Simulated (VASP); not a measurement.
The system is SiC.

```
CELL_PARAMETERS angstrom
0.01452 2.19257 2.19257
2.19257 0.01452 2.19257
2.19257 2.19257 0.01452
ATOMIC_POSITIONS crystal
Si 0.00027 0.00027 0.00027
C 0.24973 0.24973 0.24973
```

This cell differs from its parent crystal: strain along [111] +1.0%.

Base run:

```yaml
Program: VASP 6.6.1
Functional: PBE
Potentials_or_basis: VASP PAW PBE potentials, release 64 (Si, C)
Cutoff: 520 eV
k_mesh: 10 × 10 × 10
Occupations: fermi-dirac, width 0.02 eV
Spin: no spin polarisation
```

Its results: band gap on the k mesh 1.33 eV, indirect (least direct gap 4.47 eV); pressure 1.3 GPa.

The run is repeated on the same cell with these changes: functional from PBE to r2SCAN; occupations from fermi-dirac, width 0.02 eV to gaussian, width 0.01 eV. What comes out?

Band gap on the k mesh 1.70 eV, indirect (least direct gap 4.99 eV); pressure -2.3 GPa.

Caveats: the PAW data sets were made with another functional, which shifts forces and pressure a little (some runs).

A k mesh can miss the band edges.
